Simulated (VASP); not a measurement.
# Au: single point with PBEsol

Au:

```
Au
1.0
    -1.59528    1.59528    1.59528
     1.59528   -1.59528    1.59528
     1.59528    1.59528   -1.59528
Au
1
Direct
  0.00000 0.00000 0.00000
```

| Item | Value |
| --- | --- |
| Program | VASP 6.6.1 |
| Task | single point |
| Functional | PBEsol |
| Potentials or basis | VASP PAW PBE potentials, release 64 (Au) |
| Cutoff | 520 eV |
| k mesh | 11 × 11 × 11 |
| Occupations | fermi-dirac, width 0.05 eV |
| Spin | no spin polarisation |
| Dipole correction | no |
| Further INCAR settings | ALGO = Normal; EDIFF = 1e-07; NBANDS = 12 |

* Pressure: 9.7 GPa

Levels at points of the mesh, in eV from the Fermi level:
```csv
k point,band 4,band 5,band 6,band 7,band 8,band 9
"(0.00, 0.00, 0.00)",-4.97,-2.86,-2.86,16.66,16.66,16.66
```

Run time: 5.2 s on 1 thread of Intel Xeon 6975P-C, with other jobs on the host, peak memory 0.15 GiB.

Caveat: the PAW data sets were made with another functional, which shifts forces and pressure a little; spin-orbit coupling is left out, which moves the levels of the heavy elements.
